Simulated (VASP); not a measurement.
# Ba (Im-3m) in VASP: settings compared, part 2 of 2

VASP 6.6.1. Earlier steps stand in the parts before.

### 6 Single point, PBE

This run uses another cell than the first one, of 63.90 Å³/atom, 1.421 times its volume.

INCAR

```
PREC = Accurate
ENCUT = 520
EDIFF = 1E-6
ISMEAR = -1
SIGMA = 0.05
LREAL = F
LASPH = T
NELM = 60
ALGO = Normal
ISIF = 2
LWAVE = F
LCHARG = F
GGA = PE
NBANDS = 11
```

KPOINTS

```
regular mesh
0
Gamma
  6 6 6
```

POSCAR

```
Ba
1.0
   -2.5185471081      2.5185471081      2.5185471081
    2.5185471081     -2.5185471081      2.5185471081
    2.5185471081      2.5185471081     -2.5185471081
Ba
1
Direct
    0.0000000000      0.0000000000      0.0000000000
```

Potentials or basis: VASP PAW PBE potentials, release 64 (Ba_sv).

On the command line:

```sh
cat potpaw_PBE.64/Ba_sv/POTCAR > POTCAR
mpirun -np 1 vasp_std > vasp.out
```

OUTCAR:

```text
PREC = Accurate
   ENCUT = 520
   EDIFF = 1E-6
   ISMEAR = -1
   LREAL = F
   LASPH = T
   NELM = 60
   ISIF = 2
   GGA = PE

 ion  position               nearest neighbor table
   1  0.000  0.000  0.000-

  LATTYP: Found a body centered cubic cell.
 ALAT       =     5.0370942162

  Lattice vectors:

 A1 = (  -2.5185471081,   2.5185471081,   2.5185471081)
 A2 = (   2.5185471081,  -2.5185471081,   2.5185471081)
 A3 = (   2.5185471081,   2.5185471081,  -2.5185471081)

Analysis of symmetry for initial positions (statically):
=====================================================================
 Subroutine PRICEL returns:
 Original cell was already a primitive cell.

 Routine SETGRP: Setting up the symmetry group for a
 body centered cubic supercell.

 Subroutine GETGRP returns: Found 48 space group operations
 (whereof 48 operations were pure point group operations)
 out of a pool of 48 trial point group operations.

The static configuration has the point symmetry O_h .

Analysis of symmetry for dynamics (positions and initial velocities):
=====================================================================
 Subroutine PRICEL returns:
 Original cell was already a primitive cell.

 Routine SETGRP: Setting up the symmetry group for a
 body centered cubic supercell.

 Subroutine GETGRP returns: Found 48 space group operations
 (whereof 48 operations were pure point group operations)
 out of a pool of 48 trial point group operations.

The dynamic configuration has the point symmetry O_h .

 Subroutine INISYM returns: Found 48 space group operations
 (whereof 48 operations are pure point group operations),
 and found     1 'primitive' translations

----------------------------------------------------------------------------------------

                                     Primitive cell

  volume of cell :      63.9014

  direct lattice vectors                    reciprocal lattice vectors
    -2.518547108  2.518547108  2.518547108     0.000000000  0.198527158  0.198527158
     2.518547108 -2.518547108  2.518547108     0.198527158  0.000000000  0.198527158
     2.518547108  2.518547108 -2.518547108     0.198527158  0.198527158  0.000000000

  length of vectors
     4.362251552  4.362251552  4.362251552     0.280759800  0.280759800  0.280759800

  position of ions in fractional coordinates (direct lattice)
     0.000000000  0.000000000  0.000000000

  ion indices of the primitive-cell ions
   primitive index   ion index
                 1           1

----------------------------------------------------------------------------------------

 KPOINTS: regular mesh

Automatic generation of k-mesh.
 Grid dimensions read from file:
 generate k-points for:    6    6    6

 Generating k-lattice:

  Cartesian coordinates                     Fractional coordinates (reciprocal lattice)
     0.000000000  0.033087860  0.033087860     0.166666667  0.000000000  0.000000000
     0.033087860  0.000000000  0.033087860     0.000000000  0.166666667  0.000000000
     0.033087860  0.033087860  0.000000000     0.000000000  0.000000000  0.166666667

  Length of vectors
     0.046793300  0.046793300  0.046793300

  Shift w.r.t. Gamma in fractional coordinates (k-lattice)
     0.000000000  0.000000000  0.000000000

 Subroutine IBZKPT returns following result:
 ===========================================

 Found     16 irreducible k-points:

 Following reciprocal coordinates:
            Coordinates               Weight
  0.000000  0.000000  0.000000      1.000000
  0.166667  0.000000  0.000000     12.000000
  0.333333  0.000000  0.000000     12.000000
  0.500000  0.000000  0.000000      6.000000
  0.166667  0.166667  0.000000     24.000000
  0.333333  0.166667  0.000000     48.000000
[... 8 lines left out ...]
  0.500000  0.500000  0.333333     12.000000
  0.500000  0.500000  0.500000      1.000000
   k-points           NKPTS =     16   k-points in BZ     NKDIM =     16   number of bands    NBANDS=     11
   number of dos      NEDOS =    301   number of ions     NIONS =      1
   total plane-waves  NPLWV =  32768
   dimension x,y,z NGX =    32 NGY =   32 NGZ =   32
   dimension x,y,z NGXF=    64 NGYF=   64 NGZF=   64
   ions per type =               1
   NGX,Y,Z   is equivalent  to a cutoff of  12.20, 12.20, 12.20 a.u.
   NGXF,Y,Z  is equivalent  to a cutoff of  24.39, 24.39, 24.39 a.u.
 SYSTEM =  unknown system
   PREC   = accura    normal or accurate (medium, high low for compatibility)
   ISTART =      0    job   : 0-new  1-cont  2-samecut
   ICHARG =      2    charge: 1-file 2-atom 10-const
   ISPIN  =      1    spin polarized calculation?
   LNONCOLLINEAR =      F non collinear calculations
   LSORBIT =      F    spin-orbit coupling
   LASPH  =      T    aspherical Exc in radial PAW
   ENCUT  =  520.0 eV  38.22 Ry    6.18 a.u.   8.11  8.11  8.11*2*pi/ulx,y,z
   NELM   =     60;   NELMIN=  2; NELMDL= -5     # of ELM steps
   EDIFF  = 0.1E-05   stopping-criterion for ELM
   LREAL  =      F    real-space projection
   EDIFFG = 0.1E-04   stopping-criterion for IOM
   NSW    =      0    number of steps for IOM
   IBRION =     -1    ionic relax: 0-MD 1-quasi-New 2-CG
   NFREE  =      0    steps in history (QN), initial steepest desc. (CG)
   ISIF   =      2    stress and relaxation
   ISYM   =      2    0-nonsym 1-usesym 2-fastsym
   POTIM  = 0.5000    time-step for ionic-motion
   TEBEG  =    0.0;   TEEND  =   0.0 temperature during run
   PSTRESS=    0.0 pullay stress
   NELECT =      10.0000    total number of electrons
   NUPDOWN=      -1.0000    fix difference up-down
   EMIN   =  10.00;   EMAX   =-10.00  energy-range for DOS
   EFERMI =   0.00;   METHOD = LEGACY
   ISMEAR =    -1;   SIGMA  =   0.05  broadening in eV -4-tet -1-fermi 0-gaus
   EFERMI_NEDOS =   21; number of points for ismear=-14 and -15
   IALGO  =     38    algorithm
   IMIX   =      4    mixing-type and parameters
     AMIX     =   0.40;   BMIX     =  1.00
     AMIX_MAG =   1.60;   BMIX_MAG =  1.00
  volume/ion in A,a.u.               =      63.90       431.23
  Fermi-wavevector in a.u.,A,eV,Ry     =   0.882209  1.667133 10.589312  0.778292
  Thomas-Fermi vector in A             =   2.002809
   LORBIT       =      0    0 simple, 1 ext, 2 COOP (PROOUT), +10 PAW based schemes
   GGA     = PE    functional components
   LHFCALC =     F    Hartree Fock is set to
   AEXX    =    0.0000 exact exchange contribution
   IVDW    =     0    specifies the selected vdW correction
   LEPSILON=     F    determine dielectric tensor
   LRPA    =     F    only Hartree local field effects (RPA)
 non-spin polarized calculation
  energy-cutoff  :      520.00
  volume of cell :       63.90
 maximum number of plane-waves:      1734
   NGX = 17   NGY = 17   NGZ = 17

 number of electron      10.0000001 magnetization

 Free energy of the ion-electron system (eV)
  ---------------------------------------------------
  ext. energy  EPLUGINS =         0.00000000
  ---------------------------------------------------
  free energy    TOTEN  =        -1.90694600 eV

  energy without entropy =       -1.89350478  energy(sigma->0) =       -1.90022539

 E-fermi :   1.6278     XC(G=0):  -7.3645

 val. band max:        1.5181378445   @ k =  -0.3333   0.5000   0.1667
 cond. band min:       1.6494267355   @ k =   0.3333   0.1667   0.1667
 fundamental gap:      0.1312888910
 Fermi energy:         1.6277961527

 k-point     1 :       0.0000    0.0000    0.0000
  band No.  band energies     occupation
      1     -27.3140      2.00000
      2     -12.2709      2.00000
      3     -12.2709      2.00000
      4     -12.2709      2.00000
      5      -1.1438      2.00000
      6       3.4139      0.00000
      7       3.4139      0.00000
      8       3.4139      0.00000
      9       4.7933      0.00000
     10       4.7933      0.00000
     11       8.4930      0.00000
[... 197 lines left out ...]
 k-point    16 :       0.5000    0.5000    0.5000
  band No.  band energies     occupation
      1     -27.2431      2.00000
      2     -12.5759      2.00000
      3     -12.5759      2.00000
      4     -12.5759      2.00000
      5       1.0727      1.99997
      6       1.0727      1.99997
      7       5.8901      0.00000
      8       5.8901      0.00000
      9       5.8901      0.00000
     10       6.2626      0.00000
     11       6.2626      0.00000

------------------------ aborting loop because EDIFF is reached ----------------------------------------

  FORCE on cell =-STRESS in cart. coord.  units (eV):
  Direction    XX          YY          ZZ          XY          YZ          ZX
  --------------------------------------------------------------------------------------
  -------------------------------------------------------------------------------------
  Total        0.0260868      0.0260868      0.0260868      0.0000000      0.0000000     -0.0000000
  in kB        0.6540656      0.6540656      0.6540656      0.0000000      0.0000000     -0.0000000
  external PRESSURE =       0.6540656 kB  Pullay stress =       0.0000000 kB

 VOLUME and BASIS-vectors are now :
 -----------------------------------------------------------------------------
  energy-cutoff  :      520.00
  volume of cell :       63.90
      direct lattice vectors                 reciprocal lattice vectors
    -2.518547108  2.518547108  2.518547108     0.000000000  0.198527158  0.198527158
     2.518547108 -2.518547108  2.518547108     0.198527158  0.000000000  0.198527158
     2.518547108  2.518547108 -2.518547108     0.198527158  0.198527158  0.000000000

 POSITION                                       TOTAL-FORCE (eV/Angst)
 -----------------------------------------------------------------------------------
      0.00000      0.00000      0.00000         0.000000     -0.000000     -0.000000
 -----------------------------------------------------------------------------------
    total drift:                               -0.000000      0.000000      0.000000

  FREE ENERGIE OF THE ION-ELECTRON SYSTEM (eV)
  ---------------------------------------------------
  free  energy   TOTEN  =        -1.9069459993 eV

  energy  without entropy=       -1.8935047848  energy(sigma->0) =       -1.90022539
```

OSZICAR:

```text
N       E                     dE             d eps       ncg     rms          rms(c)
DAV:   1     0.592586020424E+02    0.59259E+02   -0.44099E+03   352   0.762E+02
DAV:   2     0.134734712647E+01   -0.57911E+02   -0.55999E+02   428   0.139E+02
DAV:   3    -0.178838776506E+01   -0.31357E+01   -0.31126E+01   427   0.346E+01
DAV:   4    -0.190062992308E+01   -0.11224E+00   -0.11210E+00   466   0.613E+00
DAV:   5    -0.190542616675E+01   -0.47962E-02   -0.47961E-02   459   0.102E+00    0.160E+00
DAV:   6    -0.190578127460E+01   -0.35511E-03   -0.50787E-03   468   0.580E-01    0.942E-01
DAV:   7    -0.190671152759E+01   -0.93025E-03   -0.61962E-03   409   0.833E-01    0.525E-02
DAV:   8    -0.190693077510E+01   -0.21925E-03   -0.37328E-04   498   0.134E-01    0.481E-02
DAV:   9    -0.190694543036E+01   -0.14655E-04   -0.13519E-05   471   0.301E-02    0.601E-03
DAV:  10    -0.190694599935E+01   -0.56899E-06   -0.39629E-06   418   0.123E-02
   1 F= -.19069460E+01 E0= -.19002254E+01  d E =-.134412E-01
```

Wall time 12 s (1 thread of Intel Xeon 8259CL, shared host); peak memory 0.17 GiB.

What came out:

```yaml
Free_energy: -1.9069 eV
Pressure: 0.1 GPa
Band_gap_on_the_k_mesh: zero (band 5 reaches 1.71 eV, above the bottom of band 6 at 1.07 eV)
```

Caveat: spin-orbit coupling is left out, which moves the levels of the heavy elements.

### 7 Overview

| level | potentials or basis | cell | k mesh | gap on the mesh (eV) | pressure (GPa) |
| --- | --- | --- | --- | --- | --- |
| r2SCAN | VASP PAW PBE potentials, release 64 (Ba_sv) | a = 3.880 Å, angles 109.5°, 1 atom | 8 × 8 × 8 | none | 5.4 |
| r2SCAN | VASP PAW PBE potentials, release 64 (Ba_sv) | a = 4.132 Å, angles 109.5°, 1 atom | 8 × 8 × 8 | none | 2.2 |
| LDA | VASP PAW LDA potentials, release 64 (Ba_sv) | a = 4.341 Å, angles 109.5°, 1 atom | 8 × 8 × 8 | none | -1.3 |
| PBE | VASP PAW PBE potentials, release 64 (Ba_sv) | a = 4.341 Å, angles 109.5°, 1 atom | 6 × 6 × 6 | none | 0.2 |
| PBE | VASP PAW PBE potentials, release 64 (Ba_sv) | a = 4.362 Å, angles 109.5°, 1 atom | 6 × 6 × 6 | none | 0.1 |

Alike in all rows: task single point; no spin polarisation; cutoff (eV) 520; smearing fermi-dirac 0.05 eV.

Caveats: spin-orbit coupling is left out, which moves the levels of the heavy elements; the PAW data sets were made with another functional, which shifts forces and pressure a little (some runs).

Total energies depend on the potentials used, so only differences within one code and one set of settings carry meaning.
